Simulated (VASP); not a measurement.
# Ni in VASP: single point with PBEsol+D3(BJ)

Aim: the single point of Ni with PBEsol+D3(BJ).

Program: VASP 6.6.1. These are calculated values, not measurements. Logs are shortened: lines on timing, memory, paths and dates and some standing lists are left out, and cuts for length are marked.

### 1 The cell of the first run

The cell holds a slab with vacuum, 6 atoms: a = 2.459 Å, b = 2.459 Å, c = 26.801 Å, α = 90.00°, β = 90.00°, γ = 120.00°.

### 2 Single point, PBEsol+D3(BJ), collinear spin, ferromagnetic start

Input file INCAR:

```
  ALGO = Normal
  DIPOL = 0.5 0.5 0.444
  EDIFF = 1E-6
  ENCUT = 520
  GGA = PS
  GGA_COMPAT = False
  IDIPOL = 3
  ISIF = 2
  ISMEAR = 1
  ISPIN = 2
  IVDW = 12
  LASPH = True
  LCHARG = False
  LDIPOL = True
  LMAXMIX = 4
  LORBIT = 11
  LREAL = False
  LWAVE = False
  MAGMOM = 0.751 0.769 0.728 0.69 0.652 0.552
  NBANDS = 43
  NELM = 200
  NELMDL = -8
  PREC = Accurate
  SIGMA = 0.1
```

Input file KPOINTS:

```
k-points
0
Gamma
  15 15 1
```

Input file POSCAR:

```
Ni
1.0
    2.4585559940      0.0000000000      0.0000000000
   -1.2292779970      2.1291719474      0.0000000000
    0.0000000000      0.0000000000     26.8011128471
Ni
6
Direct
    0.0000000000      0.0000000000      0.2611831844
    0.6666666667      0.3333333333      0.3340903653
    0.3333333333      0.6666666667      0.4073386864
    0.0000000000      1.0000000000      0.4807174198
    0.6666666667      0.3333333333      0.5537563923
    0.3333333333      0.6666666667      0.6272749992
```

Potentials or basis: VASP PAW PBE potentials, release 64 (Ni).

Command:

```console
$ cat potpaw_PBE.64/Ni/POTCAR > POTCAR
$ mpirun -np 1 vasp_std > vasp.out
```

OUTCAR:

```text
EDIFF = 1E-6
   ENCUT = 520
   GGA = PS
   ISIF = 2
   ISMEAR = 1
   ISPIN = 2
   IVDW = 12
   LASPH = True
   LORBIT = 11
   LREAL = False
   NELM = 200
   NELMDL = -8
   PREC = Accurate
 IVDW          = 12

 ion  position               nearest neighbor table
   1  0.000  0.000  0.261-   2 2.42   2 2.42   2 2.42
   2  0.667  0.333  0.334-   1 2.42   1 2.42   1 2.42   3 2.42   3 2.42   3 2.42
   3  0.333  0.667  0.407-   2 2.42   2 2.42   2 2.42   4 2.43   4 2.43   4 2.43
   4  0.000  0.000  0.481-   5 2.42   5 2.42   5 2.42   3 2.43   3 2.43   3 2.43
   5  0.667  0.333  0.554-   4 2.42   4 2.42   4 2.42   6 2.43   6 2.43   6 2.43
   6  0.333  0.667  0.627-   5 2.43   5 2.43   5 2.43

  LATTYP: Found a hexagonal cell.
 ALAT       =     2.4585559940
 C/A-ratio  =    10.9011602390

  Lattice vectors:

 A1 = (   2.4585559940,   0.0000000000,   0.0000000000)
 A2 = (  -1.2292779970,   2.1291719474,   0.0000000000)
 A3 = (   0.0000000000,   0.0000000000,  26.8011128471)

Analysis of symmetry for initial positions (statically):
=====================================================================
 Subroutine PRICEL returns:
 Original cell was already a primitive cell.

 Routine SETGRP: Setting up the symmetry group for a
 hexagonal supercell.

 Subroutine GETGRP returns: Found  6 space group operations
 (whereof  6 operations were pure point group operations)
 out of a pool of 24 trial point group operations.

The static configuration has the point symmetry C_3v.

Analysis of symmetry for dynamics (positions and initial velocities):
=====================================================================
 Subroutine PRICEL returns:
 Original cell was already a primitive cell.

 Routine SETGRP: Setting up the symmetry group for a
 hexagonal supercell.

 Subroutine GETGRP returns: Found  6 space group operations
 (whereof  6 operations were pure point group operations)
 out of a pool of 24 trial point group operations.

The dynamic configuration has the point symmetry C_3v.

Analysis of structural, dynamic, and magnetic symmetry:
=====================================================================
 Subroutine PRICEL returns:
 Original cell was already a primitive cell.

 Routine SETGRP: Setting up the symmetry group for a
 hexagonal supercell.

 Subroutine GETGRP returns: Found  6 space group operations
 (whereof  6 operations were pure point group operations)
 out of a pool of 24 trial point group operations.

The overall configuration has the point symmetry C_3v.

 Subroutine INISYM returns: Found  6 space group operations
 (whereof  6 operations are pure point group operations),
 and found     1 'primitive' translations

----------------------------------------------------------------------------------------

                                     Primitive cell

  volume of cell :     140.2955

  direct lattice vectors                    reciprocal lattice vectors
     2.458555994  0.000000000  0.000000000     0.406742821  0.234833077  0.000000000
    -1.229277997  2.129171947  0.000000000     0.000000000  0.469666154  0.000000000
     0.000000000  0.000000000 26.801112847     0.000000000  0.000000000  0.037311883

  length of vectors
     2.458555994  2.458555994 26.801112847     0.469666154  0.469666154  0.037311883

  position of ions in fractional coordinates (direct lattice)
     0.000000000  0.000000000  0.261183184
     0.666666667  0.333333333  0.334090365
     0.333333333  0.666666667  0.407338686
     0.000000000  0.000000000  0.480717420
     0.666666667  0.333333333  0.553756392
     0.333333333  0.666666667  0.627274999

  ion indices of the primitive-cell ions
   primitive index   ion index
                 1           1
                 2           2
                 3           3
                 4           4
                 5           5
                 6           6

----------------------------------------------------------------------------------------

 KPOINTS: k-points

Automatic generation of k-mesh.
 Grid dimensions read from file:
 generate k-points for:   15   15    1

[... 25 lines left out ...]
  0.333333  0.000000  0.000000      6.000000
[... 16 lines left out ...]
  0.333333  0.200000  0.000000     12.000000
  0.400000  0.200000  0.000000      6.000000
 [... further k-points ...]
   k-points           NKPTS =     27   k-points in BZ     NKDIM =     27   number of bands    NBANDS=     43
   number of dos      NEDOS =    301   number of ions     NIONS =      6
   total plane-waves  NPLWV =  64800
   dimension x,y,z NGX =    18 NGY =   18 NGZ =  200
   dimension x,y,z NGXF=    36 NGYF=   36 NGZF=  400
   ions per type =               6
   NGX,Y,Z   is equivalent  to a cutoff of  12.17, 12.17, 12.41 a.u.
   NGXF,Y,Z  is equivalent  to a cutoff of  24.34, 24.34, 24.81 a.u.
 SYSTEM =  unknown system
   PREC   = accura    normal or accurate (medium, high low for compatibility)
   ISTART =      0    job   : 0-new  1-cont  2-samecut
   ICHARG =      2    charge: 1-file 2-atom 10-const
   ISPIN  =      2    spin polarized calculation?
   LNONCOLLINEAR =      F non collinear calculations
   LSORBIT =      F    spin-orbit coupling
   LASPH  =      T    aspherical Exc in radial PAW
   ENCUT  =  520.0 eV  38.22 Ry    6.18 a.u.   4.57  4.57 49.83*2*pi/ulx,y,z
   NELM   =    200;   NELMIN=  2; NELMDL= -8     # of ELM steps
   EDIFF  = 0.1E-05   stopping-criterion for ELM
   LREAL  =      F    real-space projection
[... 7 lines left out ...]
   TEBEG  =    0.0;   TEEND  =   0.0 temperature during run
   PSTRESS=    0.0 pullay stress
   NELECT =      60.0000    total number of electrons
   NUPDOWN=      -1.0000    fix difference up-down
   EMIN   =  10.00;   EMAX   =-10.00  energy-range for DOS
   EFERMI =   0.00;   METHOD = LEGACY
   ISMEAR =     1;   SIGMA  =   0.10  broadening in eV -4-tet -1-fermi 0-gaus
   EFERMI_NEDOS =   21; number of points for ismear=-14 and -15
   IALGO  =     38    algorithm
   IMIX   =      4    mixing-type and parameters
     AMIX     =   0.40;   BMIX     =  1.00
     AMIX_MAG =   1.60;   BMIX_MAG =  1.00
  volume/ion in A,a.u.               =      23.38       157.79
  Fermi-wavevector in a.u.,A,eV,Ry     =   1.233419  2.330824 20.698854  1.521323
  Thomas-Fermi vector in A             =   2.368150
   LORBIT       =     11    0 simple, 1 ext, 2 COOP (PROOUT), +10 PAW based schemes
   GGA     = PS    functional components
   LHFCALC =     F    Hartree Fock is set to
   AEXX    =    0.0000 exact exchange contribution
   IVDW    =    12    specifies the selected vdW correction
   LEPSILON=     F    determine dielectric tensor
   LRPA    =     F    only Hartree local field effects (RPA)
 spin polarized calculation
 Methfessel and Paxton  Order N= 1 SIGMA  =   0.10
  energy-cutoff  :      520.00
  volume of cell :      140.30
 maximum number of plane-waves:      3824
   NGX =  9   NGY =  9   NGZ = 99

 dipolmoment           0.000000      0.000000     -0.000024 electrons x Angstroem

 number of electron      59.9999975 magnetization       3.9087307

 dipolmoment           0.000000      0.000000      0.000127 electrons x Angstroem

 Free energy of the ion-electron system (eV)
  ---------------------------------------------------
  ext. energy  EPLUGINS =         0.00000000
  ---------------------------------------------------
  free energy    TOTEN  =       -35.28979368 eV

  energy without entropy =      -35.28996356  energy(sigma->0) =      -35.28985031

 E-fermi :   1.5497     XC(G=0):  -6.7586

 val. band max:        1.5342173676   @ k =   0.2000   0.0667   0.0000
 cond. band min:       1.5497973554   @ k =   0.4000   0.1333   0.0000
 fundamental gap:      0.0155799878
 Fermi energy:         1.5496577155

 spin component 1

 k-point     1 :       0.0000    0.0000    0.0000
  band No.  band energies     occupation
      1      -7.6851      1.00000
      2      -6.9425      1.00000
      3      -5.8225      1.00000
      4      -4.6056      1.00000
      5      -3.7870      1.00000
      6      -3.6113      1.00000
[... 1069 lines left out ...]
     41      10.9337      0.00000
     42      11.1882      0.00000

 [... further k-points ...]

 spin component 2

 k-point     1 :       0.0000    0.0000    0.0000
  band No.  band energies     occupation
      1      -7.6953      1.00000
      2      -6.9491      1.00000
      3      -5.8162      1.00000
      4      -4.5344      1.00000
      5      -3.5377      1.00000
      6      -3.2117      1.00000
[... 1069 lines left out ...]
     41      11.1042      0.00000
     42      11.3695      0.00000

 [... further k-points ...]

 [bands above 42 left out]

------------------------ aborting loop because EDIFF is reached ----------------------------------------

 vacuum level on the upper side and lower side of the slab       (xc-potential included)         0.044         0.043

 Edisp (eV)   -2.06926

 E8    (eV) :    -1.3828

  FORCE on cell =-STRESS in cart. coord.  units (eV):
  Direction    XX          YY          ZZ          XY          YZ          ZX
  --------------------------------------------------------------------------------------
  -------------------------------------------------------------------------------------
  Total      -3.76304    -3.76304     0.03039     0.00000    -0.00000     0.00000
  in kB     -42.97400   -42.97400     0.34708     0.00000    -0.00000     0.00000
  external pressure =      -28.53 kB  Pullay stress =        0.00 kB

 VOLUME and BASIS-vectors are now :
 -----------------------------------------------------------------------------
  energy-cutoff  :      520.00
  volume of cell :      140.30
      direct lattice vectors                 reciprocal lattice vectors
     2.458555994  0.000000000  0.000000000     0.406742821  0.234833077  0.000000000
    -1.229277997  2.129171947  0.000000000     0.000000000  0.469666154  0.000000000
     0.000000000  0.000000000 26.801112847     0.000000000  0.000000000  0.037311883

 POSITION                                       TOTAL-FORCE (eV/Angst)
 -----------------------------------------------------------------------------------
      0.00000      0.00000      7.00000         0.000000      0.000000     -0.011066
      1.22928      0.70972      8.95399         0.000000     -0.000000     -0.012783
     -0.00000      1.41945     10.91713        -0.000000      0.000000     -0.003238
      0.00000      0.00000     12.88376        -0.000000     -0.000000     -0.026182
      1.22928      0.70972     14.84129        -0.000000      0.000000      0.143731
     -0.00000      1.41945     16.81167        -0.000000      0.000000     -0.090461
 -----------------------------------------------------------------------------------
    total drift:                                0.000000      0.000000     -0.000267

  FREE ENERGIE OF THE ION-ELECTRON SYSTEM (eV)
  ---------------------------------------------------
  free  energy   TOTEN  =       -37.3590580294 eV

  energy  without entropy=      -37.3592279046  energy(sigma->0) =      -37.35911465

 vacuum level on the upper side and lower side of the slab         6.692         6.688

 total charge

# of ion       s       p       d       tot
------------------------------------------
    1        0.511   0.421   8.319   9.252
    2        0.523   0.555   8.339   9.417
    3        0.526   0.555   8.339   9.421
    4        0.527   0.557   8.340   9.423
    5        0.522   0.552   8.337   9.411
    6        0.509   0.417   8.317   9.244
--------------------------------------------------
tot          3.119   3.058  49.992  56.168

 magnetization (x)

# of ion       s       p       d       tot
------------------------------------------
    1       -0.005  -0.023   0.693   0.665
    2       -0.006  -0.026   0.707   0.675
    3       -0.007  -0.026   0.672   0.639
    4       -0.007  -0.026   0.672   0.639
    5       -0.006  -0.026   0.708   0.676
    6       -0.005  -0.023   0.691   0.663
--------------------------------------------------
tot         -0.037  -0.150   4.143   3.956
```

Run time: 23 min. Hardware: 1 thread of Intel Xeon 8259CL, shared host; peak memory 0.44 GiB.

What came out:

| Item | Value |
| --- | --- |
| Free energy | -37.3591 eV |
| Largest force | 0.144 eV/Å |
| Net moment | 3.91 μB per cell |
| Site moments | Ni +0.67, +0.68, +0.64, +0.66 (each value once) μB |
| Valence electrons inside the program's atomic spheres | Ni 9.25, 9.42, 9.41, 9.24 (each value once) |
| Dispersion energy per atom | -0.345 eV |

Forces on the atoms (eV/Å):
```
Ni   0.000  0.000 -0.011
Ni   0.000  0.000 -0.013
Ni   0.000  0.000 -0.003
Ni   0.000  0.000 -0.026
Ni   0.000  0.000  0.144
Ni   0.000  0.000 -0.090
```

Levels at points of the mesh, in eV from the Fermi level:
Spin up:
| k point | band 29 | band 30 | band 31 | band 32 | band 33 | band 34 | band 35 | band 36 |
| --- | --- | --- | --- | --- | --- | --- | --- | --- |
| (0.00, 0.00, 0.00) | -1.24 | -0.96 | -0.96 | -0.71 | -0.71 | -0.61 | -0.61 | -0.31 |
Spin down:
```csv
k point,band 25,band 26,band 27,band 28,band 29,band 30
"(0.00, 0.00, 0.00)",-0.74,-0.71,-0.71,-0.54,-0.54,-0.25
```

Caveat: the PAW data sets were made with another functional, which shifts forces and pressure a little.
